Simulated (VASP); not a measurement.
# HfO2 (Fm-3m) in VASP: notebook

Runs on HfO2. Level: LDA. Tasks: vibrations by perturbation theory.

Program: VASP 6.6.1. These are calculated values, not measurements. Logs are shortened: lines on timing, memory, paths and dates and some standing lists are left out, and cuts for length are marked.

### Step 1. The cell of the first run

The structure is cubic, space group Fm-3m (No. 225). Conventional cell: a = 4.978 Å, b = 4.978 Å, c = 4.978 Å, α = 90.00°, β = 90.00°, γ = 90.00°. Hf (site symmetry m-3m) has 8 O at 2.16 Å within 2.9 Å. O (site symmetry -43m) has 4 Hf at 2.16 Å and 6 O at 2.49 Å within 2.9 Å.

### Step 2. Vibrations by perturbation theory, LDA

INCAR

```
PREC = Accurate
ENCUT = 520
EDIFF = 1E-8
ISMEAR = 0
SIGMA = 0.01
LREAL = F
LASPH = T
NELM = 80
ALGO = Normal
ISIF = 2
LWAVE = F
LCHARG = F
GGA = CA
IBRION = 8
NSW = 1
LEPSILON = T
```

KPOINTS

```
regular mesh
0
Gamma
  8 8 8
```

POSCAR

```
HfO2
1.0
    0.0000000000      2.4890686132      2.4890686132
    2.4890686132      0.0000000000      2.4890686132
    2.4890686132      2.4890686132      0.0000000000
Hf O
1 2
Direct
    0.0000000000      0.0000000000      0.0000000000
    0.2500000000      0.2500000000      0.2500000000
    0.7500000000      0.7500000000      0.7500000000
```

Potentials or basis: VASP PAW LDA potentials, release 64 (Hf_pv, O).

On the command line:

```console
cat potpaw_LDA.64/Hf_pv/POTCAR potpaw_LDA.64/O/POTCAR > POTCAR
mpirun -np 1 vasp_std > vasp.out
```

OUTCAR:

```text
PREC = Accurate
   ENCUT = 520
   EDIFF = 1E-8
   ISMEAR = 0
   LREAL = F
   LASPH = T
   NELM = 80
   ISIF = 2
   GGA = CA
   IBRION = 8
   NSW = 1
   LEPSILON = T

 ion  position               nearest neighbor table
   1  0.000  0.000  0.000-   3 2.16   3 2.16   3 2.16   2 2.16   2 2.16   2 2.16   3 2.16   2 2.16

   2  0.250  0.250  0.250-   1 2.16   1 2.16   1 2.16   1 2.16
   3  0.750  0.750  0.750-   1 2.16   1 2.16   1 2.16   1 2.16

  LATTYP: Found a face centered cubic cell.
 ALAT       =     4.9781372264

  Lattice vectors:

 A1 = (   0.0000000000,   2.4890686132,   2.4890686132)
 A2 = (   2.4890686132,   0.0000000000,   2.4890686132)
 A3 = (   2.4890686132,   2.4890686132,   0.0000000000)

Analysis of symmetry for initial positions (statically):
=====================================================================
 Subroutine PRICEL returns:
 Original cell was already a primitive cell.

 Routine SETGRP: Setting up the symmetry group for a
 face centered cubic supercell.

 Subroutine GETGRP returns: Found 48 space group operations
 (whereof 48 operations were pure point group operations)
 out of a pool of 48 trial point group operations.

The static configuration has the point symmetry O_h .

Analysis of symmetry for dynamics (positions and initial velocities):
=====================================================================
 Subroutine PRICEL returns:
 Original cell was already a primitive cell.

 Routine SETGRP: Setting up the symmetry group for a
 face centered cubic supercell.

 Subroutine GETGRP returns: Found 48 space group operations
 (whereof 48 operations were pure point group operations)
 out of a pool of 48 trial point group operations.

The dynamic configuration has the point symmetry O_h .

 Subroutine INISYM returns: Found 48 space group operations
 (whereof 48 operations are pure point group operations),
 and found     1 'primitive' translations

----------------------------------------------------------------------------------------

                                     Primitive cell

  volume of cell :      30.8419

  direct lattice vectors                    reciprocal lattice vectors
     0.000000000  2.489068613  2.489068613    -0.200878352  0.200878352  0.200878352
     2.489068613  0.000000000  2.489068613     0.200878352 -0.200878352  0.200878352
     2.489068613  2.489068613  0.000000000     0.200878352  0.200878352 -0.200878352

  length of vectors
     3.520074590  3.520074590  3.520074590     0.347931511  0.347931511  0.347931511

  position of ions in fractional coordinates (direct lattice)
     0.000000000  0.000000000  0.000000000
     0.250000000  0.250000000  0.250000000
     0.750000000  0.750000000  0.750000000

  ion indices of the primitive-cell ions
   primitive index   ion index
                 1           1
                 2           2
                 3           3

[... 603 lines left out ...]

------------------------ aborting loop because EDIFF is reached ----------------------------------------

--------------------------------------- Ionic step        3  -------------------------------------------

------------------------ aborting loop because EDIFF is reached ----------------------------------------

 PIEZOELECTRIC TENSOR FIELD DIRECTION 3  (e Angst)
 -----------------------------------------------------------------------------
     0.00003  0.00000  0.00000           ( -0.00001  0.00000  0.00000)
     0.00000  0.00003 -0.00000           (  0.00000 -0.00001  0.00000)
     0.00000  0.00000 -0.00044           (  0.00000  0.00000  0.00000)

 PIEZOELECTRIC TENSOR FIELD DIRECTION 3  (C/m^2)
 -----------------------------------------------------------------------------
     0.00001  0.00000  0.00000
     0.00000  0.00001 -0.00000
     0.00000  0.00000 -0.00023

--------------------------------------- Ionic step        4  -------------------------------------------

------------------------ aborting loop because EDIFF is reached ----------------------------------------

[... ionic steps 5 to 6 ...]

--------------------------------------- Ionic step        7  -------------------------------------------

 Free energy of the ion-electron system (eV)
  ---------------------------------------------------
  ---------------------------------------------------
  free energy    TOTEN  =        -0.36095929 eV

  energy without entropy =       -0.36095929

------------------------ aborting loop because EDIFF is reached ----------------------------------------

 INTERNAL STRAIN TENSOR  FOR ION    2  DIRECTION 1   (eV/Angst):
 -----------------------------------------------------------------------------
    -0.00129  0.00000  0.00000
     0.00000  0.00068 -9.01392
     0.00000 -9.01392  0.00068

 MACROSCOPIC STATIC DIELECTRIC TENSOR (including local field effects in DFT)
 ------------------------------------------------------
           5.334731    -0.000000    -0.000000
           0.000000     5.334731    -0.000000
          -0.000000     0.000000     5.334731
 ------------------------------------------------------

 PIEZOELECTRIC TENSOR (including local field effects)  for field in x, y, z        (e  Angst)
          XX          YY          ZZ          XY          YZ          ZX
  --------------------------------------------------------------------------------
  x     0.00000     0.00000     0.00000     0.00000     0.00000     0.00000
  y     0.00000     0.00000     0.00000     0.00000     0.00000     0.00000
  z     0.00000     0.00000     0.00000     0.00000     0.00000     0.00000

 PIEZOELECTRIC TENSOR (including local field effects)  for field in x, y, z        (C/m^2)
          XX          YY          ZZ          XY          YZ          ZX
  --------------------------------------------------------------------------------
  x     0.00000     0.00000     0.00000     0.00000     0.00000     0.00000
  y     0.00000     0.00000     0.00000     0.00000     0.00000     0.00000
  z     0.00000     0.00000     0.00000     0.00000     0.00000     0.00000

 BORN EFFECTIVE CHARGES (including local field effects) (in |e|, cummulative output)
 ---------------------------------------------------------------------------------
 ion    1
    1     5.55578     0.00000     0.00000
    2     0.00000     5.55578     0.00000
    3     0.00000     0.00000     5.55578
 ion    2
    1    -2.77789     0.00000     0.00000
    2     0.00000    -2.77789     0.00000
    3     0.00000     0.00000    -2.77789
 ion    3
    1    -2.77789     0.00000     0.00000
    2     0.00000    -2.77789     0.00000
    3     0.00000     0.00000    -2.77789

 INTERNAL STRAIN TENSOR FOR ION    3 for displacements in x,y,z  (eV/Angst):
          X           Y           Z          XY          YZ          ZX
  --------------------------------------------------------------------------------
  x    -0.00000     0.00000     0.00000     0.00000     9.01392     0.00000
  y     0.00000    -0.00000     0.00000     0.00000     0.00000     9.01392
  z     0.00000     0.00000    -0.00000     9.01392     0.00000     0.00000

 SECOND DERIVATIVES (NOT SYMMETRIZED)
 ------------------------------------
               1X          1Y          1Z          2X          2Y          2Z          3X          3Y          3Z
  1X    -6.860683    0.000000    0.000000    3.430341    0.000000    0.000000    3.430341    0.000000    0.000000
  1Y     0.000000   -6.860683    0.000000    0.000000    3.430341    0.000000    0.000000    3.430341    0.000000
  1Z     0.000000    0.000000   -6.860683    0.000000    0.000000    3.430341    0.000000    0.000000    3.430341
  2X     3.437995    0.000000    0.000000  -12.591902    0.000000    0.000000    9.153907    0.000000    0.000000
  2Y     0.000000    3.437995    0.000000    0.000000  -12.591902    0.000000    0.000000    9.153907    0.000000
  2Z     0.000000    0.000000    3.437995    0.000000    0.000000  -12.591902    0.000000    0.000000    9.153907
  3X     3.437995    0.000000    0.000000    9.153907    0.000000    0.000000  -12.591902    0.000000    0.000000
  3Y     0.000000    3.437995    0.000000    0.000000    9.153907    0.000000    0.000000  -12.591902    0.000000
  3Z     0.000000    0.000000    3.437995    0.000000    0.000000    9.153907    0.000000    0.000000  -12.591902

 Eigenvectors and eigenvalues of the dynamical matrix
 ----------------------------------------------------

   1 f  =   18.225461 THz   114.513948 2PiTHz  607.935937 cm-1    75.374416 meV
             X         Y         Z           dx          dy          dz
      0.000000  0.000000  0.000000    -0.000000    0.000000    0.000000
      1.244534  1.244534  1.244534    -0.690622    0.151795    0.000000
      3.733603  3.733603  3.733603     0.690622   -0.151795   -0.000000
[... 43 lines left out ...]
   9 f/i=    0.003146 THz     0.019765 2PiTHz    0.104929 cm-1     0.013010 meV
             X         Y         Z           dx          dy          dz
      0.000000  0.000000  0.000000     0.053484    0.013527   -0.919357
      1.244534  1.244534  1.244534     0.015995    0.004045   -0.274950
      3.733603  3.733603  3.733603     0.015995    0.004045   -0.274950

--------------------------------------------------------------------------------------------------------

 MACROSCOPIC STATIC DIELECTRIC TENSOR IONIC CONTRIBUTION
 ------------------------------------------------------
          26.376994     0.000000    -0.000000
           0.000000    26.376994     0.000000
          -0.000000     0.000000    26.376994
 ------------------------------------------------------

 ELASTIC MODULI CONTR FROM IONIC RELAXATION (kBar)
 Direction    XX          YY          ZZ          XY          YZ          ZX
 --------------------------------------------------------------------------------
 XX          -0.0000      0.0000      0.0000     -0.0000      0.0000     -0.0000
 YY           0.0000     -0.0000      0.0000     -0.0000     -0.0000      0.0000
 ZZ           0.0000      0.0000     -0.0000      0.0000     -0.0000     -0.0000
 XY          -0.0000     -0.0000      0.0000   -388.1966     -0.0000      0.0000
 YZ           0.0000     -0.0000     -0.0000     -0.0000   -388.1966      0.0000
 ZX          -0.0000      0.0000     -0.0000      0.0000      0.0000   -388.1966
 --------------------------------------------------------------------------------

 PIEZOELECTRIC TENSOR IONIC CONTR  for field in x, y, z        (C/m^2)
          XX          YY          ZZ          XY          YZ          ZX
  --------------------------------------------------------------------------------
  x     0.00000    -0.00000    -0.00000     0.00000    -0.00000    -0.00000
  y     0.00000    -0.00000     0.00000     0.00000    -0.00000     0.00000
  z    -0.00000    -0.00000     0.00000    -0.00000     0.00000     0.00000
```

Run time: 6.1 min. Hardware: 1 thread of Intel Xeon Platinum 8488C (Sapphire Rapids), shared host; peak memory 0.27 GiB.

Results:

| Item | Value |
| --- | --- |
| Electronic dielectric tensor (diagonal) | 5.33 |
| Born charges (mean of the diagonal) | Hf +5.56; O -2.78 e |
| Highest phonon frequency at Γ, LO-TO splitting left out | 608 cm⁻¹ |

Phonon frequencies in cm⁻¹ (negative: imaginary):
```tsv
q point	frequencies
(0.000, 0.000, 0.000)	0 0 0 262 262 262 608 608 608
```

Electronic dielectric tensor:
```
5.33 0.00 0.00
0.00 5.33 0.00
0.00 0.00 5.33
```

Born effective charge tensors (e):
atom 1, Hf
```
5.56 0.00 0.00
0.00 5.56 0.00
0.00 0.00 5.56
```
atom 2, O
```
-2.78  0.00  0.00
 0.00 -2.78  0.00
 0.00  0.00 -2.78
```
atom 3, O
```
-2.78  0.00  0.00
 0.00 -2.78  0.00
 0.00  0.00 -2.78
```

Caveat: spin-orbit coupling is left out, which moves the levels of the heavy elements.

### Step 3. Vibrations by perturbation theory, LDA

This run uses another cell than the first one, of 9.79 Å³/atom, 0.953 times its volume.

INCAR

```
PREC = Accurate ; ENCUT = 520
EDIFF = 1E-8 ; ISMEAR = 0
SIGMA = 0.01 ; LREAL = F
LASPH = T ; NELM = 100
ALGO = Normal ; ISIF = 2
LWAVE = F ; LCHARG = F
NBANDS = 18 ; IBRION = 8
NSW = 1 ; LEPSILON = T
```

KPOINTS

```
Automatic mesh
0
Gamma
  8 8 8
```

POSCAR

```
HfO2
1.0
    0.0000000000      2.4492412232      2.4492412232
    2.4492412232      0.0000000000      2.4492412232
    2.4492412232      2.4492412232      0.0000000000
Hf O
1 2
Direct
    0.0000000000      0.0000000000      0.0000000000
    0.2500000000      0.2500000000      0.2500000000
    0.7500000000      0.7500000000      0.7500000000
```

Potentials or basis: VASP PAW LDA potentials, release 64 (Hf_pv, O).

On the command line:

```console
cat potpaw_LDA.64/Hf_pv/POTCAR potpaw_LDA.64/O/POTCAR > POTCAR
mpirun -np 1 vasp_std > vasp.out
```

OUTCAR:

```text
PREC = Accurate
   ENCUT = 520
   EDIFF = 1E-8
   ISMEAR = 0
   LREAL = F
   LASPH = T
   NELM = 100
   ISIF = 2
   IBRION = 8
   NSW = 1
   LEPSILON = T

 ion  position               nearest neighbor table
   1  0.000  0.000  0.000-   2 2.12   3 2.12   3 2.12   3 2.12   3 2.12   2 2.12   2 2.12   2 2.12

   2  0.250  0.250  0.250-   1 2.12   1 2.12   1 2.12   1 2.12
   3  0.750  0.750  0.750-   1 2.12   1 2.12   1 2.12   1 2.12

  LATTYP: Found a face centered cubic cell.
 ALAT       =     4.8984824464

  Lattice vectors:

 A1 = (   0.0000000000,   2.4492412232,   2.4492412232)
 A2 = (   2.4492412232,   0.0000000000,   2.4492412232)
 A3 = (   2.4492412232,   2.4492412232,   0.0000000000)

Analysis of symmetry for initial positions (statically):
[... 822 lines left out ...]
  2X     4.889094    0.000000    0.000000  -15.034902    0.000000    0.000000   10.145809    0.000000    0.000000
  2Y     0.000000    4.889094    0.000000    0.000000  -15.034902    0.000000    0.000000   10.145809    0.000000
  2Z     0.000000    0.000000    4.889094    0.000000    0.000000  -15.034902    0.000000    0.000000   10.145809
  3X     4.889094    0.000000    0.000000   10.145809    0.000000    0.000000  -15.034902    0.000000    0.000000
  3Y     0.000000    4.889094    0.000000    0.000000   10.145809    0.000000    0.000000  -15.034902    0.000000
  3Z     0.000000    0.000000    4.889094    0.000000    0.000000   10.145809    0.000000    0.000000  -15.034902

 Eigenvectors and eigenvalues of the dynamical matrix
 ----------------------------------------------------

   1 f  =   19.612128 THz   123.226637 2PiTHz  654.190186 cm-1    81.109209 meV
             X         Y         Z           dx          dy          dz
      0.000000  0.000000  0.000000    -0.000000    0.000000   -0.000000
      1.224621  1.224621  1.224621    -0.166929    0.687121   -0.000000
      3.673862  3.673862  3.673862     0.166929   -0.687121    0.000000
[... 43 lines left out ...]
   9 f/i=    0.002454 THz     0.015421 2PiTHz    0.081865 cm-1     0.010150 meV
             X         Y         Z           dx          dy          dz
      0.000000  0.000000  0.000000     0.636505   -0.665404   -0.016118
      1.224621  1.224621  1.224621     0.190431   -0.199078   -0.004822
      3.673862  3.673862  3.673862     0.190431   -0.199078   -0.004822

--------------------------------------------------------------------------------------------------------

 MACROSCOPIC STATIC DIELECTRIC TENSOR IONIC CONTRIBUTION
 ------------------------------------------------------
          19.622861     0.000000    -0.000000
           0.000000    19.622861    -0.000000
          -0.000000    -0.000000    19.622861
 ------------------------------------------------------

 ELASTIC MODULI CONTR FROM IONIC RELAXATION (kBar)
 Direction    XX          YY          ZZ          XY          YZ          ZX
 --------------------------------------------------------------------------------
 XX          -0.0000     -0.0000     -0.0000     -0.0000     -0.0000      0.0000
 YY          -0.0000     -0.0000     -0.0000     -0.0000     -0.0000      0.0000
 ZZ          -0.0000     -0.0000     -0.0000     -0.0000     -0.0000      0.0000
 XY          -0.0000     -0.0000     -0.0000   -642.2280     -0.0000      0.0000
 YZ          -0.0000     -0.0000     -0.0000     -0.0000   -642.2280      0.0000
 ZX           0.0000      0.0000      0.0000      0.0000      0.0000   -642.2280
 --------------------------------------------------------------------------------

 PIEZOELECTRIC TENSOR IONIC CONTR  for field in x, y, z        (C/m^2)
          XX          YY          ZZ          XY          YZ          ZX
  --------------------------------------------------------------------------------
  x    -0.00000     0.00000    -0.00000    -0.00000    -0.00000    -0.00000
  y     0.00000    -0.00000     0.00000     0.00000     0.00000     0.00000
  z     0.00000    -0.00000    -0.00000    -0.00000     0.00000     0.00000
```

stdout:

```text
POSCAR found type information on POSCAR HfO
 POSCAR found :  2 types and       3 ions
 scaLAPACK will be used
 LDA part: xc-table for (Slater(with rela. corr.)+CA(PZ))
 , standard interpolation
 POSCAR, INCAR and KPOINTS ok, starting setup
 FFT: planning ... GRIDC
 FFT: planning ... GRID_SOFT
 FFT: planning ... GRID
[... 24 lines left out ...]
 Linear response to external field, progress :
  Direction:   3
 dielectric tensor                  component  3 :     0.010     0.051     5.323
 Linear response DOF=           2
 Linear response progress:
 first order change of Fermi-energy   0.30109E-04
 force on displaced ion       1 direction 1 :  -9.764   0.000   0.000
 Born effective charge ion    1 direction 1 :   5.579   0.000   0.000
 Linear response progress:
 first order change of Fermi-energy  -0.24749E-04
 force on displaced ion       2 direction 1 : -15.035  -0.000  -0.000
 Born effective charge ion    2 direction 1 :  -2.790   0.000   0.000
 Born effective charges drift removed
 Linear response finished
```

It took 7.7 min on 1 thread of AMD EPYC 7R43 (Zen 3), shared host; peak memory 0.21 GiB.

What came out:

```yaml
Electronic_dielectric_tensor_diagonal: 5.32
Born_charges_mean_of_the_diagonal: Hf +5.58; O -2.79 e
Highest_phonon_frequency_at_Γ_LO-TO_splitting_left_out: 654 cm⁻¹
```

Phonon frequencies in cm⁻¹ (negative: imaginary):
```tsv
q point	frequencies
(0.000, 0.000, 0.000)	0 0 0 313 313 313 654 654 654
```

Electronic dielectric tensor:
```
5.32 0.00 0.00
0.00 5.32 0.00
0.00 0.00 5.32
```

Born effective charge tensors (e):
atom 1, Hf
```
5.58 0.00 0.00
0.00 5.58 0.00
0.00 0.00 5.58
```
atom 2, O
```
-2.79  0.00  0.00
 0.00 -2.79  0.00
 0.00  0.00 -2.79
```
atom 3, O
```
-2.79  0.00  0.00
 0.00 -2.79  0.00
 0.00  0.00 -2.79
```

Caveat: the cell wasn't relaxed at this level first, which shifts response properties; spin-orbit coupling is left out, which moves the levels of the heavy elements.

[end of part 1 of 2]
